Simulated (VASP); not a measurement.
# SnO (Cmce) in VASP: a series of runs

SnO is run at these levels: PBE; tasks: single point.

Program: VASP 6.6.1. These are calculated values, not measurements. Logs are shortened: lines on timing, memory, paths and dates and some standing lists are left out, and cuts for length are marked.

## (1) The cell of the first run

It takes space group Cmce (No. 64, orthorhombic). The conventional cell has a = 5.474 Å, b = 5.476 Å, c = 10.222 Å, α = 90.00°, β = 90.00°, γ = 90.00°. Sn (site symmetry m) has 4 O at 2.25 to 2.26 Å within 3.0 Å. Within 3.0 Å of O (site symmetry 2) lie 4 Sn at 2.25 to 2.26 Å and 4 O at 2.74 Å.

## (2) Single point, PBE

File INCAR:

```
PREC = Accurate
ENCUT = 520
EDIFF = 1E-7
ISMEAR = 0
SIGMA = 0.05
LREAL = F
LASPH = T
NELM = 60
ALGO = Normal
ISIF = 2
LWAVE = F
LCHARG = F
GGA = PE
NELECT = 80.25
NBANDS = 50
```

File KPOINTS:

```
regular mesh
0
Gamma
  8 8 4
```

File POSCAR:

```
SnO
1.0
    2.7369120000     -2.7377960000      0.0000000000
    2.7369120000      2.7377960000      0.0000000000
    0.0000000000      0.0000000000     10.2219600000
Sn O
4 4
Direct
    0.7365470000      0.2634530000      0.8638580000
    0.2634530000      0.7365470000      0.1361420000
    0.7634530000      0.2365470000      0.3638580000
    0.2365470000      0.7634530000      0.6361420000
    0.2619440000      0.2380560000      0.2500000000
    0.7380560000      0.7619440000      0.7500000000
    0.2380560000      0.2619440000      0.7500000000
    0.7619440000      0.7380560000      0.2500000000
```

Potentials or basis: VASP PAW PBE potentials, release 64 (Sn_d, O).

Started as:

```
$ cat potpaw_PBE.64/Sn_d/POTCAR potpaw_PBE.64/O/POTCAR > POTCAR
$ mpirun -np 1 vasp_std > vasp.out
```

OUTCAR:

```text
PREC = Accurate
   ENCUT = 520
   EDIFF = 1E-7
   ISMEAR = 0
   LREAL = F
   LASPH = T
   NELM = 60
   ISIF = 2
   GGA = PE
   NELECT = 80.25

 ion  position               nearest neighbor table
   1  0.737  0.263  0.864-   6 2.25   7 2.25   7 2.26   6 2.26   4 3.59   4 3.59   4 3.59   4 3.59

   2  0.263  0.737  0.136-   5 2.25   8 2.25   5 2.26   8 2.26   3 3.59   3 3.59   3 3.59   3 3.59

   3  0.763  0.237  0.364-   5 2.25   8 2.25   8 2.26   5 2.26   2 3.59   2 3.59   2 3.59   2 3.59

   4  0.237  0.763  0.636-   6 2.25   7 2.25   6 2.26   7 2.26   1 3.59   1 3.59   1 3.59   1 3.59

   5  0.262  0.238  0.250-   2 2.25   3 2.25   3 2.26   2 2.26
   6  0.738  0.762  0.750-   1 2.25   4 2.25   1 2.26   4 2.26
   7  0.238  0.262  0.750-   1 2.25   4 2.25   4 2.26   1 2.26
   8  0.762  0.738  0.250-   2 2.25   3 2.25   2 2.26   3 2.26

  LATTYP: Found a base centered orthorhombic cell.
 ALAT       =     5.4738240000
 B/A-ratio  =     1.0003229918
 C/A-ratio  =     1.8674257704

  Lattice vectors:

 A1 = (   2.7369120000,  -2.7377960000,   0.0000000000)
 A2 = (   2.7369120000,   2.7377960000,   0.0000000000)
 A3 = (   0.0000000000,   0.0000000000,  10.2219600000)

Analysis of symmetry for initial positions (statically):
=====================================================================
 Subroutine PRICEL returns:
 Original cell was already a primitive cell.

 Routine SETGRP: Setting up the symmetry group for a
 base centered orthorhombic supercell.

 Subroutine GETGRP returns: Found  8 space group operations
 (whereof  4 operations were pure point group operations)
 out of a pool of  8 trial point group operations.

The static configuration has the point symmetry C_2h.
 The point group associated with its full space group is D_2h.

Analysis of symmetry for dynamics (positions and initial velocities):
=====================================================================
 Subroutine PRICEL returns:
 Original cell was already a primitive cell.

 Routine SETGRP: Setting up the symmetry group for a
 base centered orthorhombic supercell.

 Subroutine GETGRP returns: Found  8 space group operations
 (whereof  4 operations were pure point group operations)
 out of a pool of  8 trial point group operations.

The dynamic configuration has the point symmetry C_2h.
 The point group associated with its full space group is D_2h.

 Subroutine INISYM returns: Found  8 space group operations
 (whereof  4 operations are pure point group operations),
 and found     1 'primitive' translations

----------------------------------------------------------------------------------------

                                     Primitive cell

  volume of cell :     153.1885

  direct lattice vectors                    reciprocal lattice vectors
     2.736912000 -2.737796000  0.000000000     0.182687642 -0.182628655  0.000000000
     2.736912000  2.737796000  0.000000000     0.182687642  0.182628655  0.000000000
     0.000000000  0.000000000 10.221960000     0.000000000  0.000000000  0.097828596

  length of vectors
     3.871203202  3.871203202 10.221960000     0.258317634  0.258317634  0.097828596

  position of ions in fractional coordinates (direct lattice)
     0.736547000  0.263453000  0.863858000
     0.263453000  0.736547000  0.136142000
     0.763453000  0.236547000  0.363858000
     0.236547000  0.763453000  0.636142000
     0.261944000  0.238056000  0.250000000
     0.738056000  0.761944000  0.750000000
     0.238056000  0.261944000  0.750000000
     0.761944000  0.738056000  0.250000000

  ion indices of the primitive-cell ions
   primitive index   ion index
                 1           1
                 2           2
                 3           3
                 4           4
                 5           5
                 6           6
                 7           7
                 8           8

----------------------------------------------------------------------------------------

 KPOINTS: regular mesh

Automatic generation of k-mesh.
 Grid dimensions read from file:
 generate k-points for:    8    8    4

 Generating k-lattice:

  Cartesian coordinates                     Fractional coordinates (reciprocal lattice)
     0.022835955 -0.022828582  0.000000000     0.125000000  0.000000000  0.000000000
     0.022835955  0.022828582  0.000000000     0.000000000  0.125000000  0.000000000
     0.000000000  0.000000000  0.024457149     0.000000000  0.000000000  0.250000000

  Length of vectors
     0.032289704  0.032289704  0.024457149

  Shift w.r.t. Gamma in fractional coordinates (k-lattice)
     0.000000000  0.000000000  0.000000000

 Subroutine IBZKPT returns following result:
 ===========================================

 Found     63 irreducible k-points:

 Following reciprocal coordinates:
            Coordinates               Weight
  0.000000  0.000000  0.000000      1.000000
  0.125000 -0.000000  0.000000      4.000000
  0.250000 -0.000000  0.000000      4.000000
  0.375000  0.000000  0.000000      4.000000
  0.500000 -0.000000  0.000000      2.000000
  0.125000  0.125000  0.000000      2.000000
[... 16 lines left out ...]
  0.125000 -0.000000  0.250000      8.000000
  0.250000 -0.000000  0.250000      8.000000
 [... further k-points ...]
   k-points           NKPTS =     63   k-points in BZ     NKDIM =     63   number of bands    NBANDS=     50
   number of dos      NEDOS =    301   number of ions     NIONS =      8
   total plane-waves  NPLWV =  72000
   dimension x,y,z NGX =    30 NGY =   30 NGZ =   80
   dimension x,y,z NGXF=    60 NGYF=   60 NGZF=  160
   ions per type =               4   4
   NGX,Y,Z   is equivalent  to a cutoff of  12.88, 12.88, 13.01 a.u.
   NGXF,Y,Z  is equivalent  to a cutoff of  25.77, 25.77, 26.02 a.u.
 SYSTEM =  unknown system
   PREC   = accura    normal or accurate (medium, high low for compatibility)
   ISTART =      0    job   : 0-new  1-cont  2-samecut
   ICHARG =      2    charge: 1-file 2-atom 10-const
   ISPIN  =      1    spin polarized calculation?
   LNONCOLLINEAR =      F non collinear calculations
   LSORBIT =      F    spin-orbit coupling
   LASPH  =      T    aspherical Exc in radial PAW
   ENCUT  =  520.0 eV  38.22 Ry    6.18 a.u.   7.20  7.20 19.01*2*pi/ulx,y,z
   NELM   =     60;   NELMIN=  2; NELMDL= -5     # of ELM steps
   EDIFF  = 0.1E-06   stopping-criterion for ELM
   LREAL  =      F    real-space projection
   EDIFFG = 0.1E-05   stopping-criterion for IOM
   NSW    =      0    number of steps for IOM
   IBRION =     -1    ionic relax: 0-MD 1-quasi-New 2-CG
   NFREE  =      0    steps in history (QN), initial steepest desc. (CG)
   ISIF   =      2    stress and relaxation
   ISYM   =      2    0-nonsym 1-usesym 2-fastsym
   POTIM  = 0.5000    time-step for ionic-motion
   TEBEG  =    0.0;   TEEND  =   0.0 temperature during run
   PSTRESS=    0.0 pullay stress
   NELECT =      80.2500    total number of electrons
   NUPDOWN=      -1.0000    fix difference up-down
   EMIN   =  10.00;   EMAX   =-10.00  energy-range for DOS
   EFERMI =   0.00;   METHOD = LEGACY
   ISMEAR =     0;   SIGMA  =   0.05  broadening in eV -4-tet -1-fermi 0-gaus
   EFERMI_NEDOS =   21; number of points for ismear=-14 and -15
   IALGO  =     38    algorithm
   IMIX   =      4    mixing-type and parameters
     AMIX     =   0.40;   BMIX     =  1.00
     AMIX_MAG =   1.60;   BMIX_MAG =  1.00
  volume/ion in A,a.u.               =      19.15       129.22
  Fermi-wavevector in a.u.,A,eV,Ry     =   1.319718  2.493905 23.696664  1.741656
  Thomas-Fermi vector in A             =   2.449596
   LORBIT       =      0    0 simple, 1 ext, 2 COOP (PROOUT), +10 PAW based schemes
   GGA     = PE    functional components
   LHFCALC =     F    Hartree Fock is set to
   AEXX    =    0.0000 exact exchange contribution
   IVDW    =     0    specifies the selected vdW correction
   LEPSILON=     F    determine dielectric tensor
   LRPA    =     F    only Hartree local field effects (RPA)
 non-spin polarized calculation
 Gauss-broadening in eV      SIGMA  =   0.05
  energy-cutoff  :      520.00
  volume of cell :      153.19
 maximum number of plane-waves:      4172
 NGX is ok and might be reduce to    30
   NGX = 15   NGY = 15   NGZ = 39

 number of electron      80.2500000 magnetization

 Free energy of the ion-electron system (eV)
  ---------------------------------------------------
  ext. energy  EPLUGINS =         0.00000000
  ---------------------------------------------------
  free energy    TOTEN  =       -43.68714126 eV

  energy without entropy =      -43.68610482  energy(sigma->0) =      -43.68662304

 E-fermi :   7.1853     XC(G=0):  -9.8140

 val. band max:        7.1544320407   @ k =   0.5000   0.3750   0.2500
 cond. band min:       7.2570283153   @ k =   0.5000   0.5000   0.5000
 fundamental gap:      0.1025962746
 Fermi energy:         7.1853498793

 k-point     1 :       0.0000    0.0000    0.0000
  band No.  band energies     occupation
      1     -15.7140      2.00000
      2     -15.7057      2.00000
      3     -15.3655      2.00000
      4     -15.3571      2.00000
      5     -15.3566      2.00000
      6     -15.3553      2.00000
[... 42 lines left out ...]
     49      11.4355      0.00000
     50      11.4646      0.00000

 k-point     2 :       0.1250   -0.0000    0.0000
  band No.  band energies     occupation
      1     -15.7066      2.00000
      2     -15.6996      2.00000
      3     -15.3668      2.00000
      4     -15.3570      2.00000
      5     -15.3546      2.00000
      6     -15.3530      2.00000
[... 42 lines left out ...]
     49      11.0434      0.00000
     50      11.5498      0.00000

 k-point     3 :       0.2500   -0.0000    0.0000
  band No.  band energies     occupation
      1     -15.6857      2.00000
      2     -15.6822      2.00000
      3     -15.4382      2.00000
      4     -15.4229      2.00000
      5     -15.3515      2.00000
      6     -15.3475      2.00000
[... 1102 lines left out ...]
     49      11.4554      0.00000
     50      12.1068      0.00000

 k-point    24 :       0.2500   -0.0000    0.2500
  band No.  band energies     occupation
      1     -15.6851      2.00000
      2     -15.6827      2.00000
      3     -15.4362      2.00000
      4     -15.4255      2.00000
      5     -15.3514      2.00000
      6     -15.3486      2.00000
[... 42 lines left out ...]
     49      11.6186      0.00000
     50      11.8257      0.00000

 [... further k-points ...]
[... 5 lines left out ...]
  --------------------------------------------------------------------------------------
  -------------------------------------------------------------------------------------
  Total        2.6815030      2.6725836      2.6632008      0.0000000      0.0000000      0.0000000
  in kB       28.0454734     27.9521870     27.8540531      0.0000000      0.0000000      0.0000000
  external PRESSURE =      27.9505712 kB  Pullay stress =       0.0000000 kB

 VOLUME and BASIS-vectors are now :
 -----------------------------------------------------------------------------
  energy-cutoff  :      520.00
  volume of cell :      153.19
      direct lattice vectors                 reciprocal lattice vectors
     2.736912000 -2.737796000  0.000000000     0.182687642 -0.182628655  0.000000000
     2.736912000  2.737796000  0.000000000     0.182687642  0.182628655  0.000000000
     0.000000000  0.000000000 10.221960000     0.000000000  0.000000000  0.097828596

 POSITION                                       TOTAL-FORCE (eV/Angst)
 -----------------------------------------------------------------------------------
      2.73691     -1.29523      8.83032         0.000000     -0.060589      0.312830
      2.73691      1.29523      1.39164         0.000000      0.060589     -0.312830
      2.73691     -1.44256      3.71934         0.000000      0.060589      0.312830
      2.73691      1.44256      6.50262         0.000000     -0.060589     -0.312830
      1.36846     -0.06540      2.55549         0.000000     -0.004736      0.000000
      4.10537      0.06540      7.66647         0.000000      0.004736      0.000000
      1.36846      0.06540      7.66647         0.000000      0.004736      0.000000
      4.10537     -0.06540      2.55549         0.000000     -0.004736      0.000000
 -----------------------------------------------------------------------------------
    total drift:                                0.000000     -0.000000      0.000000

  FREE ENERGIE OF THE ION-ELECTRON SYSTEM (eV)
  ---------------------------------------------------
  free  energy   TOTEN  =       -43.6871412614 eV

  energy  without entropy=      -43.6861048240  energy(sigma->0) =      -43.68662304
```

Run time: 16 min. Hardware: 1 thread of Oxide Virtual Turin-like, shared host; peak memory 0.44 GiB.

Results:

```yaml
Free_energy: -43.6871 eV
Largest_force: 0.319 eV/Å
```

Forces on the atoms (eV/Å):
```
Sn   0.000 -0.061  0.313
Sn   0.000  0.061 -0.313
Sn   0.000  0.061  0.313
Sn   0.000 -0.061 -0.313
O    0.000 -0.005  0.000
O    0.000  0.005  0.000
O    0.000  0.005  0.000
O    0.000 -0.005  0.000
```

Caveat: the cell carries a net charge on a neutralising background, which shifts energy and pressure; the cell is charged against a uniform background, so pressure and absolute levels hang on convention; spin-orbit coupling is left out, which moves the levels of the heavy elements.

## (3) Single point, PBE

File INCAR:

```
SYSTEM = SnO
PREC = Accurate
ENCUT = 520
EDIFF = 1E-6
ISMEAR = 0
SIGMA = 0.05
LREAL = .FALSE.
LASPH = .TRUE.
NELM = 100
ALGO = Normal
ISIF = 2
LWAVE = .FALSE.
LCHARG = .FALSE.
GGA = PE
NBANDS = 50
NELECT = 79.75
```

File KPOINTS:

```
regular mesh
0
G
  8 8 4
  0 0 0
```

POSCAR is that of step 2.

Potentials or basis: VASP PAW PBE potentials, release 64 (Sn_d, O).

Started as:

```
$ cat potpaw_PBE.64/Sn_d/POTCAR potpaw_PBE.64/O/POTCAR > POTCAR
$ mpirun -np 1 vasp_std > vasp.out
```

Wall time 12 min (1 thread of Oxide Virtual Turin-like, shared host); peak memory 0.45 GiB.

It converged, with:

| Quantity | Value |
| --- | --- |
| Free energy | -46.9063 eV |
| Largest force | 0.081 eV/Å |

Forces on the atoms (eV/Å):
```
Sn   0.000 -0.045 -0.067
Sn   0.000  0.045  0.067
Sn   0.000  0.045 -0.067
Sn   0.000 -0.045  0.067
O    0.000 -0.006  0.000
O    0.000  0.006  0.000
O    0.000  0.006  0.000
O    0.000 -0.006  0.000
```

Levels at points of the mesh, in eV from the Fermi level:
```tsv
k point	band 38	band 39	band 40	band 41	band 42	band 43
(0.00, 0.00, 0.00)	-2.47	-1.56	0.37	2.16	2.29	3.77
(0.50, 0.00, 0.00)	-1.92	-1.13	-1.13	2.83	2.83	3.41
(0.50, 0.50, 0.00)	-1.84	-1.37	-1.34	0.97	0.99	3.03
(0.00, 0.00, 0.50)	-2.48	-0.32	-0.32	2.11	2.11	4.27
(0.50, 0.00, 0.50)	-1.61	-1.41	-1.41	3.02	3.02	3.20
(0.50, 0.50, 0.50)	-1.67	-1.64	-1.64	1.69	1.69	1.71
```

Caveat: the cell carries a net charge on a neutralising background, which shifts energy and pressure; the cell is charged against a uniform background, so pressure and absolute levels hang on convention; spin-orbit coupling is left out, which moves the levels of the heavy elements.
